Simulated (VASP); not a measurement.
In, 2 atoms in the cell. It takes space group Fd-3m (No. 227, cubic). The conventional cell has a = 6.826 Å, b = 6.826 Å, c = 6.826 Å, α = 90.00°, β = 90.00°, γ = 90.00°. In (site symmetry -43m) has 4 In at 2.96 Å within 3.9 Å. This isn't the form of In at room conditions, which is tetragonal.

```yaml
Program: VASP 6.6.1
Task: single point
Functional: revPBE
Potentials_or_basis: VASP PAW PBE potentials, release 64 (In_d)
Cutoff: 520 eV
k_mesh: 8 × 8 × 8
Occupations: fermi-dirac, width 0.1 eV
Spin: no spin polarisation
Dipole_correction: no
Further_INCAR_settings: ALGO = Normal; EDIFF = 1e-06; NBANDS = 20
```

Potentials or basis: VASP PAW PBE potentials, release 64 (In_d).

Launch:

```sh
$ cat potpaw_PBE.64/In_d/POTCAR > POTCAR
$ mpirun -np 1 vasp_std > vasp.out
```

Hardware: 1 thread of Intel Xeon 8259CL (shared host).

Task: How long does it take, and how much memory?

Result: Run time: 58 s on 1 thread of Intel Xeon 8259CL, with other jobs on the host, peak memory 0.21 GiB. Counts: scf iterations 13, k points 29.
